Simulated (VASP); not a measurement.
# SiC (P6_3mc) in VASP: further runs, part 2 of 2

VASP 6.6.1. Earlier steps stand in the parts before.

## (3) Single point, revPBE

This run uses another cell than the first one, of 10.28 Å³/atom.

File INCAR:

```
SYSTEM = SiC
PREC = Accurate ; ENCUT = 520
EDIFF = 1E-7 ; ISMEAR = -1
SIGMA = 0.05 ; LREAL = .FALSE.
LASPH = .TRUE. ; NELM = 80
ALGO = Normal ; ISIF = 2
LWAVE = .FALSE. ; LCHARG = .FALSE.
GGA = RE ; NBANDS = 36
```

File KPOINTS:

```
Automatic mesh
0
G
  10 10 2
  0 0 0
```

File POSCAR:

```
SiC
1.0
    3.0742275620      0.0000000000      0.0000000000
   -1.5371137810      2.6623591657      0.0000000000
    0.0000000000      0.0000000000     15.0681848517
Si C
6 6
Direct
    0.6666666667      0.3333333333      0.4583000000
    0.3333333333      0.6666666667      0.9583000000
    0.6666666667      0.3333333333      0.7917000000
    0.3333333333      0.6666666667      0.2917000000
    0.0000000000      0.0000000000      0.6250000000
    0.0000000000      0.0000000000      0.1250000000
    0.6666666667      0.3333333333      0.3333000000
    0.3333333333      0.6666666667      0.8333000000
    0.6666666667      0.3333333333      0.6667000000
    0.3333333333      0.6666666667      0.1667000000
    0.0000000000      0.0000000000      0.5000000000
    0.0000000000      0.0000000000      0.0000000000
```

Potentials or basis: VASP PAW PBE potentials, release 64 (Si, C).

Launch:

```console
$ cat potpaw_PBE.64/Si/POTCAR potpaw_PBE.64/C/POTCAR > POTCAR
$ mpirun -np 1 vasp_std > vasp.out
```

OUTCAR:

```text
SYSTEM = SiC
   PREC = Accurate
   ENCUT = 520
   EDIFF = 1E-7
   ISMEAR = -1
   LREAL = .FALSE.
   LASPH = .TRUE.
   NELM = 80
   ISIF = 2
   GGA = RE

 ion  position               nearest neighbor table
   1  0.667  0.333  0.458-  11 1.88  11 1.88  11 1.88   7 1.88   4 3.07   4 3.07   4 3.07   5 3.08
                             5 3.08   5 3.08
   2  0.333  0.667  0.958-  12 1.88  12 1.88  12 1.88   8 1.88   3 3.07   3 3.07   3 3.07   6 3.08
                             6 3.08   6 3.08
   3  0.667  0.333  0.792-   8 1.88   8 1.88   8 1.88   9 1.88   2 3.07   2 3.07   2 3.07   5 3.08
                             5 3.08   5 3.08
   4  0.333  0.667  0.292-   7 1.88   7 1.88   7 1.88  10 1.88   1 3.07   1 3.07   1 3.07   6 3.08
                             6 3.08   6 3.08
   5  0.000  0.000  0.625-   9 1.88   9 1.88   9 1.88  11 1.88   3 3.08   1 3.08   3 3.08   1 3.08
                             1 3.08   3 3.08
   6  0.000  0.000  0.125-  10 1.88  10 1.88  10 1.88  12 1.88   4 3.08   2 3.08   2 3.08   4 3.08
                             4 3.08   2 3.08
   7  0.667  0.333  0.333-   4 1.88   4 1.88   4 1.88   1 1.88
   8  0.333  0.667  0.833-   3 1.88   3 1.88   3 1.88   2 1.88
   9  0.667  0.333  0.667-   5 1.88   5 1.88   5 1.88   3 1.88
  10  0.333  0.667  0.167-   6 1.88   6 1.88   6 1.88   4 1.88
  11  0.000  0.000  0.500-   1 1.88   1 1.88   1 1.88   5 1.88
  12  0.000  0.000  0.000-   2 1.88   2 1.88   2 1.88   6 1.88

  LATTYP: Found a hexagonal cell.
 ALAT       =     3.0742275620
 C/A-ratio  =     4.9014539580

  Lattice vectors:

 A1 = (   3.0742275620,   0.0000000000,   0.0000000000)
 A2 = (  -1.5371137810,   2.6623591657,   0.0000000000)
 A3 = (   0.0000000000,   0.0000000000,  15.0681848517)

Analysis of symmetry for initial positions (statically):
=====================================================================
 Subroutine PRICEL returns:
 Original cell was already a primitive cell.

 Routine SETGRP: Setting up the symmetry group for a
 hexagonal supercell.

 Subroutine GETGRP returns: Found 12 space group operations
[... 165 lines left out ...]
   LHFCALC =     F    Hartree Fock is set to
   AEXX    =    0.0000 exact exchange contribution
   IVDW    =     0    specifies the selected vdW correction
   LEPSILON=     F    determine dielectric tensor
   LRPA    =     F    only Hartree local field effects (RPA)
 non-spin polarized calculation
  energy-cutoff  :      520.00
  volume of cell :      123.33
 maximum number of plane-waves:      3340
 NGX is ok and might be reduce to    24
   NGX = 11   NGY = 11   NGZ = 57

 number of electron      47.9999999 magnetization

 Free energy of the ion-electron system (eV)
  ---------------------------------------------------
  ext. energy  EPLUGINS =         0.00000000
  ---------------------------------------------------
  free energy    TOTEN  =       -86.63301225 eV

  energy without entropy =      -86.63301225  energy(sigma->0) =      -86.63301225

 E-fermi :   9.3152     XC(G=0): -11.3374

 val. band max:        8.2985711823   @ k =   0.0000   0.0000   0.0000
 cond. band min:      10.3208473535   @ k =   0.5000   0.0000   0.0000
 fundamental gap:      2.0222761712
 Fermi energy:         9.3151669970

 k-point     1 :       0.0000    0.0000    0.0000
  band No.  band energies     occupation
      1      -7.2291      2.00000
      2      -6.7098      2.00000
      3      -6.6630      2.00000
      4      -5.1675      2.00000
      5      -5.1340      2.00000
      6      -3.6416      2.00000
[... 925 lines left out ...]
     35      15.8969      0.00000
     36      15.8969      0.00000

 [... further k-points ...]
[... 5 lines left out ...]
  --------------------------------------------------------------------------------------
  -------------------------------------------------------------------------------------
  Total        5.0339592      5.0339592      5.6209387      0.0000000     -0.0000000      0.0000000
  in kB       65.3968272     65.3968272     73.0223553      0.0000000     -0.0000000      0.0000000
  external PRESSURE =      67.9386699 kB  Pullay stress =       0.0000000 kB

 VOLUME and BASIS-vectors are now :
 -----------------------------------------------------------------------------
  energy-cutoff  :      520.00
  volume of cell :      123.33
      direct lattice vectors                 reciprocal lattice vectors
     3.074227562  0.000000000  0.000000000     0.325284963  0.187803361  0.000000000
    -1.537113781  2.662359166  0.000000000     0.000000000  0.375606722  0.000000000
     0.000000000  0.000000000 15.068184852     0.000000000  0.000000000  0.066364994

 POSITION                                       TOTAL-FORCE (eV/Angst)
 -----------------------------------------------------------------------------------
      1.53711      0.88745      6.90575        -0.000000      0.000000      0.060909
     -0.00000      1.77491     14.43984        -0.000000      0.000000      0.060909
      1.53711      0.88745     11.92948         0.000000     -0.000000      0.028622
     -0.00000      1.77491      4.39539        -0.000000      0.000000      0.028622
      0.00000      0.00000      9.41762         0.000000     -0.000000      0.039006
      0.00000      0.00000      1.88352        -0.000000      0.000000      0.039006
      1.53711      0.88745      5.02223        -0.000000     -0.000000     -0.016592
     -0.00000      1.77491     12.55632         0.000000      0.000000     -0.016592
      1.53711      0.88745     10.04596        -0.000000      0.000000      0.032479
     -0.00000      1.77491      2.51187         0.000000      0.000000      0.032479
      0.00000      0.00000      7.53409        -0.000000      0.000000     -0.144423
      0.00000      0.00000      0.00000         0.000000     -0.000000     -0.144423
 -----------------------------------------------------------------------------------
    total drift:                               -0.000000     -0.000000      0.000045

  FREE ENERGIE OF THE ION-ELECTRON SYSTEM (eV)
  ---------------------------------------------------
  free  energy   TOTEN  =       -86.6330122490 eV

  energy  without entropy=      -86.6330122488  energy(sigma->0) =      -86.63301225
```

OSZICAR:

```text
N       E                     dE             d eps       ncg     rms          rms(c)
DAV:   1     0.126964260113E+03    0.12696E+03   -0.21820E+04  2016   0.121E+03
DAV:   2    -0.856476404531E+02   -0.21261E+03   -0.19840E+03  2608   0.206E+02
DAV:   3    -0.973229072124E+02   -0.11675E+02   -0.11582E+02  2644   0.462E+01
DAV:   4    -0.974989007288E+02   -0.17599E+00   -0.17562E+00  2576   0.647E+00
DAV:   5    -0.975025630762E+02   -0.36623E-02   -0.36592E-02  2572   0.886E-01    0.227E+01
DAV:   6    -0.869144763844E+02    0.10588E+02   -0.30322E+01  2476   0.203E+01    0.106E+01
DAV:   7    -0.866595611812E+02    0.25492E+00   -0.33807E+00  2664   0.698E+00    0.428E+00
DAV:   8    -0.866323254823E+02    0.27236E-01   -0.21768E-01  2448   0.186E+00    0.127E+00
DAV:   9    -0.866317524151E+02    0.57307E-03   -0.29476E-02  2528   0.819E-01    0.201E-01
DAV:  10    -0.866327982477E+02   -0.10458E-02   -0.23100E-03  2540   0.213E-01    0.990E-02
DAV:  11    -0.866330048546E+02   -0.20661E-03   -0.46213E-04  2352   0.114E-01    0.107E-02
DAV:  12    -0.866330092535E+02   -0.43989E-05   -0.15469E-05  2676   0.185E-02    0.696E-03
DAV:  13    -0.866330115091E+02   -0.22556E-05   -0.26935E-06  2392   0.828E-03    0.371E-03
DAV:  14    -0.866330120616E+02   -0.55245E-06   -0.70472E-08  1884   0.165E-03    0.157E-03
DAV:  15    -0.866330122541E+02   -0.19256E-06   -0.16045E-07  1672   0.212E-03    0.610E-04
DAV:  16    -0.866330122490E+02    0.51587E-08   -0.23416E-08  1416   0.856E-04
   1 F= -.86633012E+02 E0= -.86633012E+02  d E =-.191619E-09
```

Run time: 52 s. Hardware: 1 thread of Intel Xeon 6975P-C (Granite Rapids), shared host; peak memory 0.27 GiB.

What came out:

* Free energy: -86.6330 eV
* Pressure: 6.8 GPa
* Largest force: 0.144 eV/Å
* Band gap on the k mesh: 2.02 eV (least direct gap 3.12 eV)

Forces in eV/Å, atoms in the order of the input:
```
Si   0.000  0.000  0.061
Si   0.000  0.000  0.061
Si   0.000  0.000  0.029
Si   0.000  0.000  0.029
Si   0.000  0.000  0.039
Si   0.000  0.000  0.039
C    0.000  0.000 -0.017
C    0.000  0.000 -0.017
C    0.000  0.000  0.032
C    0.000  0.000  0.032
C    0.000  0.000 -0.144
C    0.000  0.000 -0.144
```

Stress tensor (GPa, compression positive):
```
6.54 0.00 0.00
0.00 6.54 0.00
0.00 0.00 7.30
```

Levels at points of the mesh, in eV from the valence-band top:
| k point | band 22 | band 23 | band 24 | band 25 | band 26 | band 27 |
| --- | --- | --- | --- | --- | --- | --- |
| (0.00, 0.00, 0.00) | -0.05 | 0.00 | 0.00 | 5.25 | 5.42 | 5.83 |
| (0.50, 0.00, 0.00) | -1.78 | -1.67 | -1.09 | 2.02 | 2.22 | 3.24 |
| (0.00, 0.00, 0.50) | -0.10 | -0.10 | -0.10 | 5.31 | 5.31 | 6.06 |
| (0.50, 0.00, 0.50) | -1.72 | -1.30 | -1.30 | 2.07 | 2.07 | 3.46 |

Caveat: the cell stands under pressure; the PAW data sets were made with another functional, which shifts forces and pressure a little. Expect the measured gap to be larger: semilocal functionals such as revPBE lack the derivative discontinuity.

## (4) Single point, revPBE

This run uses another cell than the first one, of 10.49 Å³/atom.

File INCAR:

```
ALGO = Normal
EDIFF = 1E-7
ENCUT = 520
GGA = RE
ISIF = 2
ISMEAR = -1
LASPH = T
LCHARG = F
LREAL = F
LWAVE = F
NBANDS = 36
NELM = 80
PREC = Accurate
SIGMA = 0.05
```

File KPOINTS:

```
k-points
0
Gamma
  10 10 2
```

Edit POSCAR of step 3 so:

```diff
@@ -2,5 +2,5 @@
 1.0
-    3.0742275620      0.0000000000      0.0000000000
-   -1.5371137810      2.6623591657      0.0000000000
-    0.0000000000      0.0000000000     15.0681848517
+    3.0950000000      0.0000000000      0.0000000000
+   -1.5475000000      2.6803486247      0.0000000000
+    0.0000000000      0.0000000000     15.1700000000
 Si C
```

Launch:

```console
$ cat potpaw_PBE.64/Si/POTCAR potpaw_PBE.64/C/POTCAR > POTCAR
$ mpirun -np 1 vasp_std > vasp.out
```

Run time: 56 s. Hardware: 1 thread of Intel Xeon 6975P-C (Granite Rapids), shared host; peak memory 0.28 GiB.

It converged, with:

* Free energy: -86.7043 eV
* Pressure: 2.2 GPa
* Largest force: 0.141 eV/Å
* Band gap on the k mesh: 2.03 eV (least direct gap 3.12 eV)

Forces on the atoms (eV/Å):
```
Si   0.000  0.000  0.057
Si   0.000  0.000  0.057
Si   0.000  0.000  0.026
Si   0.000  0.000  0.026
Si   0.000  0.000  0.040
Si   0.000  0.000  0.040
C    0.000  0.000 -0.016
C    0.000  0.000 -0.016
C    0.000  0.000  0.033
C    0.000  0.000  0.033
C    0.000  0.000 -0.141
C    0.000  0.000 -0.141
```

Stress tensor (GPa, compression positive):
```
2.00 0.00 0.00
0.00 2.00 0.00
0.00 0.00 2.74
```

Levels at points of the mesh, in eV from the valence-band top:
| k point | band 22 | band 23 | band 24 | band 25 | band 26 | band 27 |
| --- | --- | --- | --- | --- | --- | --- |
| (0.00, 0.00, 0.00) | -0.05 | 0.00 | 0.00 | 5.07 | 5.24 | 5.65 |
| (0.50, 0.00, 0.00) | -1.76 | -1.65 | -1.09 | 2.03 | 2.21 | 3.21 |
| (0.00, 0.00, 0.50) | -0.10 | -0.10 | -0.10 | 5.14 | 5.14 | 5.88 |
| (0.50, 0.00, 0.50) | -1.71 | -1.29 | -1.29 | 2.07 | 2.07 | 3.43 |

Caveat: the PAW data sets were made with another functional, which shifts forces and pressure a little. A k mesh can miss the band edges.

## (5) Single point, PBEsol

This run uses another cell than the first one, of 10.49 Å³/atom.

File INCAR:

```
ALGO = Normal
EDIFF = 1E-6
ENCUT = 520
GGA = PS
ISIF = 2
ISMEAR = -1
LASPH = True
LCHARG = True
LELF = True
LREAL = False
LVHAR = True
LWAVE = False
NBANDS = 36
NELM = 80
PREC = Accurate
SIGMA = 0.05
```

KPOINTS is that of step 4.

POSCAR is that of step 4.

Potentials or basis: VASP PAW PBE potentials, release 64 (Si, C).

Launch:

```console
$ cat potpaw_PBE.64/Si/POTCAR potpaw_PBE.64/C/POTCAR > POTCAR
$ mpirun -np 1 vasp_std > vasp.out
```

OUTCAR:

```text
EDIFF = 1E-6
   ENCUT = 520
   GGA = PS
   ISIF = 2
   ISMEAR = -1
   LASPH = True
   LREAL = False
   NELM = 80
   PREC = Accurate

 ion  position               nearest neighbor table
   1  0.667  0.333  0.458-  11 1.90  11 1.90  11 1.90   7 1.90   4 3.10   4 3.10   4 3.10   5 3.10
                             5 3.10   5 3.10
   2  0.333  0.667  0.958-  12 1.90  12 1.90  12 1.90   8 1.90   3 3.10   3 3.10   3 3.10   6 3.10
                             6 3.10   6 3.10
   3  0.667  0.333  0.792-   8 1.90   8 1.90   8 1.90   9 1.90   2 3.10   2 3.10   2 3.10   5 3.10
[... 1174 lines left out ...]

 VOLUME and BASIS-vectors are now :
 -----------------------------------------------------------------------------
  energy-cutoff  :      520.00
  volume of cell :      125.85
      direct lattice vectors                 reciprocal lattice vectors
     3.095000000  0.000000000  0.000000000     0.323101777  0.186542898  0.000000000
    -1.547500000  2.680348625  0.000000000     0.000000000  0.373085796  0.000000000
     0.000000000  0.000000000 15.170000000     0.000000000  0.000000000  0.065919578

 POSITION                                       TOTAL-FORCE (eV/Angst)
 -----------------------------------------------------------------------------------
      1.54750      0.89345      6.95241         0.000000     -0.000000      0.054211
     -0.00000      1.78690     14.53741        -0.000000     -0.000000      0.054211
      1.54750      0.89345     12.01009        -0.000000     -0.000000      0.024552
     -0.00000      1.78690      4.42509         0.000000      0.000000      0.024552
      0.00000      0.00000      9.48125         0.000000     -0.000000      0.045282
      0.00000      0.00000      1.89625        -0.000000      0.000000      0.045282
      1.54750      0.89345      5.05616         0.000000     -0.000000     -0.013459
     -0.00000      1.78690     12.64116        -0.000000     -0.000000     -0.013459
      1.54750      0.89345     10.11384        -0.000000      0.000000      0.032575
     -0.00000      1.78690      2.52884         0.000000     -0.000000      0.032575
      0.00000      0.00000      7.58500        -0.000000     -0.000000     -0.143161
      0.00000      0.00000      0.00000         0.000000      0.000000     -0.143161
 -----------------------------------------------------------------------------------
    total drift:                                0.000000      0.000000     -0.000514

  FREE ENERGIE OF THE ION-ELECTRON SYSTEM (eV)
  ---------------------------------------------------
  free  energy   TOTEN  =       -95.4898570392 eV

  energy  without entropy=      -95.4898570386  energy(sigma->0) =      -95.48985704
```

OSZICAR:

```text
N       E                     dE             d eps       ncg     rms          rms(c)
DAV:   1     0.114169378275E+03    0.11417E+03   -0.21724E+04  2016   0.120E+03
DAV:   2    -0.943362493840E+02   -0.20851E+03   -0.19579E+03  2692   0.205E+02
DAV:   3    -0.105867101662E+03   -0.11531E+02   -0.11453E+02  2656   0.456E+01
DAV:   4    -0.106039357909E+03   -0.17226E+00   -0.17193E+00  2576   0.641E+00
DAV:   5    -0.106042982753E+03   -0.36248E-02   -0.36222E-02  2572   0.889E-01    0.211E+01
DAV:   6    -0.959011534248E+02    0.10142E+02   -0.29363E+01  2496   0.198E+01    0.957E+00
DAV:   7    -0.955746797794E+02    0.32647E+00   -0.29365E+00  2692   0.649E+00    0.393E+00
DAV:   8    -0.954997649668E+02    0.74915E-01   -0.20054E-01  2448   0.176E+00    0.118E+00
DAV:   9    -0.954894969237E+02    0.10268E-01   -0.25621E-02  2532   0.700E-01    0.169E-01
DAV:  10    -0.954898328577E+02   -0.33593E-03   -0.15737E-03  2496   0.177E-01    0.858E-02
DAV:  11    -0.954898576596E+02   -0.24802E-04   -0.12231E-04  2548   0.609E-02    0.146E-02
DAV:  12    -0.954898570392E+02    0.62043E-06   -0.80273E-06  2504   0.128E-02
   1 F= -.95489857E+02 E0= -.95489857E+02  d E =-.582989E-09
```

Run time: 45 s. Hardware: 1 thread of Intel Xeon 6975P-C (Granite Rapids), shared host; peak memory 0.28 GiB.

What came out:

```yaml
Free_energy: -95.4899 eV
Pressure: -2.8 GPa
Largest_force: 0.143 eV/Å
Band_gap_on_the_k_mesh: 1.91 eV (least direct gap 3.01 eV)
```

Forces in eV/Å, atoms in the order of the input:
```
Si   0.000  0.000  0.054
Si   0.000  0.000  0.054
Si   0.000  0.000  0.025
Si   0.000  0.000  0.025
Si   0.000  0.000  0.045
Si   0.000  0.000  0.045
C    0.000  0.000 -0.013
C    0.000  0.000 -0.013
C    0.000  0.000  0.033
C    0.000  0.000  0.033
C    0.000  0.000 -0.143
C    0.000  0.000 -0.143
```

Levels at points of the mesh, in eV from the valence-band top:
```tsv
k point	band 20	band 21	band 22	band 23	band 24	band 25	band 26	band 27	band 28	band 29
(0.00, 0.00, 0.00)	-0.30	-0.30	-0.05	0.00	0.00	4.98	5.15	5.56	6.07	6.10
(0.50, 0.00, 0.00)	-2.27	-1.82	-1.78	-1.68	-1.10	1.91	2.09	3.07	3.76	4.45
(0.00, 0.00, 0.50)	-0.64	-0.10	-0.10	-0.10	-0.10	5.05	5.05	5.79	5.79	6.44
(0.50, 0.00, 0.50)	-2.36	-1.72	-1.72	-1.30	-1.30	1.95	1.95	3.29	3.29	4.65
```

Caveat: the PAW data sets were made with another functional, which shifts forces and pressure a little.

## (6) Single point, PBE

This run uses another cell than the first one, of 10.70 Å³/atom.

File INCAR:

```
PREC = Accurate ; ENCUT = 520
EDIFF = 1E-7 ; ISMEAR = -1
SIGMA = 0.05 ; LREAL = False
LASPH = True ; NELM = 100
ALGO = Normal ; ISIF = 2
LWAVE = False ; LCHARG = False
GGA = PE ; NBANDS = 36
```

File KPOINTS:

```
regular mesh
0
Gamma
  10 10 2
```

Edit POSCAR of step 5 so:

```diff
@@ -2,5 +2,5 @@
 1.0
-    3.0950000000      0.0000000000      0.0000000000
-   -1.5475000000      2.6803486247      0.0000000000
-    0.0000000000      0.0000000000     15.1700000000
+    3.1154972861      0.0000000000      0.0000000000
+   -1.5577486430      2.6980997952      0.0000000000
+    0.0000000000      0.0000000000     15.2704665040
 Si C
```

Potentials or basis: VASP PAW PBE potentials, release 64 (Si, C).

Launch:

```console
$ cat potpaw_PBE.64/Si/POTCAR potpaw_PBE.64/C/POTCAR > POTCAR
$ mpirun -np 1 vasp_std > vasp.out
```

It took 56 s on 1 thread of Intel Xeon 6975P-C (Granite Rapids), shared host; peak memory 0.28 GiB.

It converged, with:

| Quantity | Value |
| --- | --- |
| Free energy | -90.3434 eV |
| Pressure | -3.9 GPa |
| Largest force | 0.138 eV/Å |
| Band gap on the k mesh | 2.03 eV (least direct gap 3.12 eV) |

Forces on the atoms (eV/Å):
```
Si   0.000  0.000  0.051
Si   0.000  0.000  0.051
Si   0.000  0.000  0.023
Si   0.000  0.000  0.023
Si   0.000  0.000  0.044
Si   0.000  0.000  0.044
C    0.000  0.000 -0.013
C    0.000  0.000 -0.013
C    0.000  0.000  0.034
C    0.000  0.000  0.034
C    0.000  0.000 -0.138
C    0.000  0.000 -0.138
```

Stress tensor (GPa, compression positive):
```
-4.14  0.00  0.00
 0.00 -4.14  0.00
 0.00  0.00 -3.38
```

Levels at points of the mesh, in eV from the valence-band top:
```tsv
k point	band 20	band 21	band 22	band 23	band 24	band 25	band 26	band 27	band 28	band 29
(0.00, 0.00, 0.00)	-0.30	-0.30	-0.05	0.00	0.00	4.87	5.05	5.44	5.92	5.95
(0.50, 0.00, 0.00)	-2.23	-1.79	-1.75	-1.64	-1.09	2.03	2.20	3.15	3.83	4.51
(0.00, 0.00, 0.50)	-0.64	-0.10	-0.10	-0.10	-0.10	4.94	4.94	5.68	5.68	6.28
(0.50, 0.00, 0.50)	-2.31	-1.70	-1.70	-1.29	-1.29	2.06	2.06	3.38	3.38	4.66
```

Caveat: the cell stands under tension. PBE gaps usually lie below the measured ones, often by a third to a half.

## (7) Overview

```tsv
level	cell	gap on the mesh (eV)	pressure (GPa)	largest force (eV/Å)
PBEsol	a = 3.053, b = 3.053, c = 14.965 Å, angles 90.0, 90.0, 120.0°, 12 atoms	1.90	6.5	0.15
revPBE	a = 3.074, b = 3.074, c = 15.068 Å, angles 90.0, 90.0, 120.0°, 12 atoms	2.02	6.8	0.14
revPBE	a = 3.095, b = 3.095, c = 15.170 Å, angles 90.0, 90.0, 120.0°, 12 atoms	2.03	2.2	0.14
PBEsol	a = 3.095, b = 3.095, c = 15.170 Å, angles 90.0, 90.0, 120.0°, 12 atoms	1.91	-2.8	0.14
PBE	a = 3.115, b = 3.115, c = 15.270 Å, angles 90.0, 90.0, 120.0°, 12 atoms	2.03	-3.9	0.14
```

Alike in all rows: task single point; potentials or basis VASP PAW PBE potentials, release 64 (Si, C); no spin polarisation; k mesh 10 × 10 × 2; cutoff (eV) 520; smearing fermi-dirac 0.05 eV.

Caveats: the PAW data sets were made with another functional, which shifts forces and pressure a little (at least some runs); the cell stands under pressure (at least some runs); the cell stands under tension (at least some runs).

Total energies depend on the potentials used, so only differences within one code and one set of settings carry meaning.
